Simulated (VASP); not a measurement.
# SiMo6 in VASP: relaxation of the atoms with PBEsol

Aim: the relaxation of the atoms of SiMo6 with PBEsol.

All numbers are computed with VASP 6.6.1; they aren't measurements. Logs are shortened: lines on timing, memory, paths and dates and some standing lists are left out, and cuts for length are marked.

**1. The cell of the first run**

The cell holds a slab with vacuum, 7 atoms: a = 4.426 Å, b = 4.426 Å, c = 19.725 Å, α = 90.00°, β = 90.00°, γ = 120.00°.

**2. Relaxation of the atoms, PBEsol**

Contents of INCAR:

```
PREC     = Accurate       # precision mode
ENCUT    = 450            # plane-wave cutoff, eV
EDIFF    = 1E-7           # SCF threshold, eV
ISMEAR   = 0              # smearing method
SIGMA    = 0.1            # smearing width, eV
LREAL    = F              # projectors in reciprocal space
LASPH    = T              # aspherical terms in the spheres
NELM     = 120            # most SCF steps
ALGO     = Normal         # electronic algorithm
ISIF     = 2              # what is computed and relaxed
LWAVE    = F              # write WAVECAR
LCHARG   = F              # write CHGCAR
LDIPOL   = T            
IDIPOL   = 3            
DIPOL    = 0.5 0.5 0.332
GGA      = PS             # functional
IBRION   = 2              # ionic algorithm
NSW      = 36             # ionic steps
EDIFFG   = -0.025         # ionic threshold
GGA_COMPAT= F            
NELMIN   = 4            
NELMDL   = -8
```

Contents of KPOINTS:

```
Automatic mesh
0
Gamma
  6 6 1
```

Contents of POSCAR:

```
SiMo6
1.0
    4.4256825773      0.0000000000      0.0000000000
   -2.2128412886      3.8327535410      0.0000000000
    0.0000000000      0.0000000000     19.7247696212
Mo Si
6 1
Selective dynamics
Direct
    0.6666666667      0.3333333333      0.2027907082  F F F
    0.3333333333      0.6666666667      0.2485904154  F F F
    0.0000000000      0.0000000000      0.2943901226  F F F
    0.6666666667      0.3333333333      0.3368101106  F F F
    0.3333333333      0.6666666667      0.3772266206  F F F
    0.0000000000      0.0000000000      0.4169767140  F F F
    0.6666666667      0.3333333333      0.4463813667  F F T
```

Potentials or basis: VASP PAW PBE potentials, release 64 (Mo_sv, Si).

Started as:

```
$ cat potpaw_PBE.64/Mo_sv/POTCAR potpaw_PBE.64/Si/POTCAR > POTCAR
$ mpirun -np 1 vasp_std > vasp.out
```

OUTCAR:

```text
PREC = Accurate
   ENCUT = 450
   EDIFF = 1E-7
   ISMEAR = 0
   LREAL = F
   LASPH = T
   NELM = 120
   ISIF = 2
   GGA = PS
   IBRION = 2
   NSW = 36
   EDIFFG = -0.025
   NELMIN = 4
   NELMDL = -8

 ion  position               nearest neighbor table
   1  0.667  0.333  0.203-   4 2.64   2 2.71   2 2.71   2 2.71   3 3.13   3 3.13   3 3.13
   2  0.333  0.667  0.249-   5 2.54   3 2.71   1 2.71   1 2.71   3 2.71   3 2.71   1 2.71   4 3.09
                             4 3.09   4 3.09
   3  0.000  0.000  0.294-   6 2.42   4 2.69   4 2.69   4 2.69   2 2.71   2 2.71   2 2.71   5 3.03
                             5 3.03   5 3.03   1 3.13   1 3.13   1 3.13
   4  0.667  0.333  0.337-   7 2.16   1 2.64   5 2.68   5 2.68   5 2.68   3 2.69   3 2.69   3 2.69
                             6 3.00   6 3.00   6 3.00   2 3.09   2 3.09   2 3.09
   5  0.333  0.667  0.377-   2 2.54   6 2.67   6 2.67   6 2.67   4 2.68   4 2.68   4 2.68   7 2.90
                             7 2.90   7 2.90   3 3.03   3 3.03   3 3.03
   6  0.000  0.000  0.417-   3 2.42   7 2.62   7 2.62   7 2.62   5 2.67   5 2.67   5 2.67   4 3.00
                             4 3.00   4 3.00
   7  0.667  0.333  0.446-   4 2.16   6 2.62   6 2.62   6 2.62   5 2.90   5 2.90   5 2.90

  LATTYP: Found a hexagonal cell.
 ALAT       =     4.4256825773
 C/A-ratio  =     4.4568875595

  Lattice vectors:

 A1 = (   4.4256825773,   0.0000000000,   0.0000000000)
 A2 = (  -2.2128412886,   3.8327535410,   0.0000000000)
 A3 = (   0.0000000000,   0.0000000000,  19.7247696212)

Analysis of symmetry for initial positions (statically):
=====================================================================
 Subroutine PRICEL returns:
 Original cell was already a primitive cell.

 Routine SETGRP: Setting up the symmetry group for a
 hexagonal supercell.

 Subroutine GETGRP returns: Found  6 space group operations
 (whereof  6 operations were pure point group operations)
 out of a pool of 24 trial point group operations.

The static configuration has the point symmetry C_3v.

Analysis of symmetry for dynamics (positions and initial velocities):
=====================================================================
 Subroutine PRICEL returns:
 Original cell was already a primitive cell.

 Routine SETGRP: Setting up the symmetry group for a
 hexagonal supercell.

 Subroutine GETGRP returns: Found  6 space group operations
 (whereof  6 operations were pure point group operations)
 out of a pool of 24 trial point group operations.

The dynamic configuration has the point symmetry C_3v.

Analysis of constrained symmetry for selective dynamics:
=====================================================================
 Subroutine PRICEL returns:
 Original cell was already a primitive cell.

 Routine SETGRP: Setting up the symmetry group for a
 hexagonal supercell.

 Subroutine GETGRP returns: Found  6 space group operations
 (whereof  6 operations were pure point group operations)
 out of a pool of 24 trial point group operations.

The constrained configuration has the point symmetry C_3v.

 Subroutine INISYM returns: Found  6 space group operations
 (whereof  6 operations are pure point group operations),
 and found     1 'primitive' translations

----------------------------------------------------------------------------------------

                                     Primitive cell

  volume of cell :     334.5824

  direct lattice vectors                    reciprocal lattice vectors
     4.425682577  0.000000000  0.000000000     0.225953846  0.130454514  0.000000000
    -2.212841289  3.832753541  0.000000000     0.000000000  0.260909028  0.000000000
     0.000000000  0.000000000 19.724769621     0.000000000  0.000000000  0.050697677

  length of vectors
     4.425682577  4.425682577 19.724769621     0.260909028  0.260909028  0.050697677

  position of ions in fractional coordinates (direct lattice)
     0.666666667  0.333333333  0.202790708
     0.333333333  0.666666667  0.248590415
     0.000000000  0.000000000  0.294390123
     0.666666667  0.333333333  0.336810111
     0.333333333  0.666666667  0.377226621
     0.000000000  0.000000000  0.416976714
     0.666666667  0.333333333  0.446381367

  ion indices of the primitive-cell ions
   primitive index   ion index
                 1           1
                 2           2
                 3           3
                 4           4
                 5           5
                 6           6
                 7           7

----------------------------------------------------------------------------------------

 KPOINTS: Automatic mesh

Automatic generation of k-mesh.
 Grid dimensions read from file:
 generate k-points for:    6    6    1

 Generating k-lattice:

  Cartesian coordinates                     Fractional coordinates (reciprocal lattice)
     0.037658974  0.021742419  0.000000000     0.166666667  0.000000000  0.000000000
     0.000000000  0.043484838  0.000000000     0.000000000  0.166666667  0.000000000
     0.000000000  0.000000000  0.050697677     0.000000000  0.000000000  1.000000000

  Length of vectors
     0.043484838  0.043484838  0.050697677

  Shift w.r.t. Gamma in fractional coordinates (k-lattice)
     0.000000000  0.000000000  0.000000000

 Subroutine IBZKPT returns following result:
 ===========================================

 Found      7 irreducible k-points:

 Following reciprocal coordinates:
            Coordinates               Weight
  0.000000  0.000000  0.000000      1.000000
  0.166667  0.000000  0.000000      6.000000
  0.333333  0.000000  0.000000      6.000000
  0.500000  0.000000  0.000000      3.000000
  0.166667  0.166667  0.000000      6.000000
  0.333333  0.166667  0.000000     12.000000
  0.333333  0.333333  0.000000      2.000000
   k-points           NKPTS =      7   k-points in BZ     NKDIM =      7   number of bands    NBANDS=     52
   number of dos      NEDOS =    301   number of ions     NIONS =      7
   total plane-waves  NPLWV = 143360
   dimension x,y,z NGX =    32 NGY =   32 NGZ =  140
   dimension x,y,z NGXF=    64 NGYF=   64 NGZF=  280
   ions per type =               6   1
   NGX,Y,Z   is equivalent  to a cutoff of  12.02, 12.02, 11.80 a.u.
   NGXF,Y,Z  is equivalent  to a cutoff of  24.04, 24.04, 23.60 a.u.
 SYSTEM =  unknown system
   PREC   = accura    normal or accurate (medium, high low for compatibility)
   ISTART =      0    job   : 0-new  1-cont  2-samecut
   ICHARG =      2    charge: 1-file 2-atom 10-const
   ISPIN  =      1    spin polarized calculation?
   LNONCOLLINEAR =      F non collinear calculations
   LSORBIT =      F    spin-orbit coupling
   LASPH  =      T    aspherical Exc in radial PAW
   ENCUT  =  450.0 eV  33.07 Ry    5.75 a.u.   7.65  7.65 34.12*2*pi/ulx,y,z
   NELM   =    120;   NELMIN=  4; NELMDL= -8     # of ELM steps
   EDIFF  = 0.1E-06   stopping-criterion for ELM
   LREAL  =      F    real-space projection
   EDIFFG = -.3E-01   stopping-criterion for IOM
   NSW    =     36    number of steps for IOM
   IBRION =      2    ionic relax: 0-MD 1-quasi-New 2-CG
   NFREE  =      1    steps in history (QN), initial steepest desc. (CG)
   ISIF   =      2    stress and relaxation
   ISYM   =      2    0-nonsym 1-usesym 2-fastsym
   POTIM  = 0.5000    time-step for ionic-motion
   TEBEG  =    0.0;   TEEND  =   0.0 temperature during run
   PSTRESS=    0.0 pullay stress
   NELECT =      88.0000    total number of electrons
   NUPDOWN=      -1.0000    fix difference up-down
   EMIN   =  10.00;   EMAX   =-10.00  energy-range for DOS
   EFERMI =   0.00;   METHOD = LEGACY
   ISMEAR =     0;   SIGMA  =   0.10  broadening in eV -4-tet -1-fermi 0-gaus
   EFERMI_NEDOS =   21; number of points for ismear=-14 and -15
   IALGO  =     38    algorithm
   IMIX   =      4    mixing-type and parameters
     AMIX     =   0.40;   BMIX     =  1.00
     AMIX_MAG =   1.60;   BMIX_MAG =  1.00
  volume/ion in A,a.u.               =      47.80       322.55
  Fermi-wavevector in a.u.,A,eV,Ry     =   1.048901  1.982136 14.969052  1.100194
  Thomas-Fermi vector in A             =   2.183842
   LORBIT       =      0    0 simple, 1 ext, 2 COOP (PROOUT), +10 PAW based schemes
   GGA     = PS    functional components
   LHFCALC =     F    Hartree Fock is set to
   AEXX    =    0.0000 exact exchange contribution
   IVDW    =     0    specifies the selected vdW correction
   LEPSILON=     F    determine dielectric tensor
   LRPA    =     F    only Hartree local field effects (RPA)
 conjugate gradient relaxation of ions
 non-spin polarized calculation
 Gauss-broadening in eV      SIGMA  =   0.10
  energy-cutoff  :      450.00
  volume of cell :      334.58
 maximum number of plane-waves:      7311
 NGX is ok and might be reduce to    32
   NGX = 15   NGY = 15   NGZ = 69

 dipolmoment           0.000000      0.000000     -0.022529 electrons x Angstroem

--------------------------------------- Ionic step        1  -------------------------------------------

 number of electron      87.9999997 magnetization

 Free energy of the ion-electron system (eV)
  ---------------------------------------------------
  ext. energy  EPLUGINS =         0.00000000
  ---------------------------------------------------
  free energy    TOTEN  =       -70.00965764 eV

  energy without entropy =      -69.97053470  energy(sigma->0) =      -69.99009617

------------------------ aborting loop because EDIFF is reached ----------------------------------------

  FORCE on cell =-STRESS in cart. coord.  units (eV):
  Direction    XX          YY          ZZ          XY          YZ          ZX
  --------------------------------------------------------------------------------------
  -------------------------------------------------------------------------------------
  Total       -3.6537287     -3.6537287     11.7479075     -0.0000000      0.0000000     -0.0000000
  in kB      -17.4962020    -17.4962020     56.2558910     -0.0000000      0.0000000     -0.0000000
  external PRESSURE =       7.0878290 kB  Pullay stress =       0.0000000 kB
[... 108 lines left out ...]
  energy  without entropy=      -70.5772080692  energy(sigma->0) =      -70.59701739

--------------------------------------- Ionic step        4  -------------------------------------------

 number of electron      87.9999997 magnetization

 dipolmoment           0.000000      0.000000      0.147916 electrons x Angstroem

 Free energy of the ion-electron system (eV)
  ---------------------------------------------------
  ext. energy  EPLUGINS =         0.00000000
  ---------------------------------------------------
  free energy    TOTEN  =       -70.61718745 eV

  energy without entropy =      -70.57764231  energy(sigma->0) =      -70.59741488

 E-fermi :   1.0115     XC(G=0):  -5.2727

 val. band max:        1.0048167926   @ k =   0.1667   0.0000   0.0000
 cond. band min:       1.0190714210   @ k =   0.1667   0.1667   0.0000
 fundamental gap:      0.0142546284
 Fermi energy:         1.0115382898

 k-point     1 :       0.0000    0.0000    0.0000
  band No.  band energies     occupation
      1     -60.0461      2.00000
      2     -59.8074      2.00000
      3     -59.7232      2.00000
      4     -59.7002      2.00000
      5     -59.5451      2.00000
      6     -59.4143      2.00000
[... 374 lines left out ...]
     51       2.4280      0.00000
     52       2.7030      0.00000

------------------------ aborting loop because EDIFF is reached ----------------------------------------

 vacuum level on the upper side and lower side of the slab       (xc-potential included)         0.757        -0.776

  FORCE on cell =-STRESS in cart. coord.  units (eV):
  Direction    XX          YY          ZZ          XY          YZ          ZX
  --------------------------------------------------------------------------------------
  -------------------------------------------------------------------------------------
  Total       -5.4309950     -5.4309950      1.4320269     -0.0000000      0.0000000      0.0000000
  in kB      -26.0067983    -26.0067983      6.8573873     -0.0000000      0.0000000      0.0000000
  external PRESSURE =     -15.0520698 kB  Pullay stress =       0.0000000 kB

 VOLUME and BASIS-vectors are now :
 -----------------------------------------------------------------------------
  energy-cutoff  :      450.00
  volume of cell :      334.58
      direct lattice vectors                 reciprocal lattice vectors
     4.425682577  0.000000000  0.000000000     0.225953846  0.130454514  0.000000000
    -2.212841289  3.832753541  0.000000000     0.000000000  0.260909028  0.000000000
     0.000000000  0.000000000 19.724769621     0.000000000  0.000000000  0.050697677
[... 13 lines left out ...]
  FREE ENERGIE OF THE ION-ELECTRON SYSTEM (eV)
  ---------------------------------------------------
  free  energy   TOTEN  =       -70.6171874484 eV

  energy  without entropy=      -70.5776423074  energy(sigma->0) =      -70.59741488

 reached required accuracy - stopping structural energy minimisation

 vacuum level on the upper side and lower side of the slab         6.089         4.509
```

It took 10 min on 1 thread of Intel Xeon Platinum 8259CL at 2.50GHz (Skylake/Cascade Lake), shared host; peak memory 0.42 GiB.

Results:

| Quantity | Value |
| --- | --- |
| Free energy | -70.6172 eV |
| Energy gained by relaxing | 86.8 meV/atom |
| Ionic steps | 4 |
| Band gap on the k mesh | zero (bands 44 and 45 overlap by 0.38 eV) |

Step by step:
```
step  energy change (eV)  largest force on free atoms (eV/Å)  pressure (GPa)
   1              0.0000                              4.8684            0.71
   2             -0.5899                              0.6451           -1.17
   3             -0.6072                              0.0869           -1.55
   4             -0.6075                              0.0071           -1.51
```

Final structure:
```cif
data_structure
_symmetry_space_group_name_H-M 'P 1'
_symmetry_Int_Tables_number 1
_cell_length_a 4.4257
_cell_length_b 4.4257
_cell_length_c 19.7248
_cell_angle_alpha 90.000
_cell_angle_beta 90.000
_cell_angle_gamma 120.000
_cell_volume 334.58
loop_
_atom_site_label
_atom_site_type_symbol
_atom_site_fract_x
_atom_site_fract_y
_atom_site_fract_z
_atom_site_occupancy
Mo1 Mo 0.66667 0.33333 0.20279 1
Mo2 Mo 0.33333 0.66667 0.24859 1
Mo3 Mo 0.00000 0.00000 0.29439 1
Mo4 Mo 0.66667 0.33333 0.33681 1
Mo5 Mo 0.33333 0.66667 0.37723 1
Mo6 Mo 0.00000 0.00000 0.41698 1
Si1 Si 0.66667 0.33333 0.46117 1
```

Caveat: the PAW data sets were made with another functional, which shifts forces and pressure a little.
